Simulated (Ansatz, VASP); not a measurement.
# HfC: VASP beside Ansatz

```
CELL_PARAMETERS angstrom
0.00000 2.32500 2.32500
2.32500 0.00000 2.32500
2.32500 2.32500 0.00000
ATOMIC_POSITIONS crystal
Hf 0.50000 0.50000 0.50000
C 0.00000 0.00000 0.00000
```

Alike in both runs: task relaxation of cell and atoms; functional PBEsol; dispersion D4; k mesh 10 × 10 × 10; occupations fermi-dirac, width 0.05 eV; no spin polarisation.

```csv
,VASP,Ansatz
version,VASP 6.6.1,Ansatz 0.2.0
potentials or method,"VASP PAW PBE potentials, release 64 (Hf_pv, C), cutoff 600 eV","all-electron LAPW, scalar-relativistic"
```

```csv
,VASP,Ansatz,Ansatz less VASP
relaxed volume (Å³/atom),12.11,12.13,+0.011
relaxed cell length with the largest relative difference (Å),3.248,3.249,+0.0010
```

VASP's potentials were made for PBE, not for PBEsol. Ansatz ran all-electron here, and VASP with PAW potentials.

Neither program's run includes spin-orbit coupling.
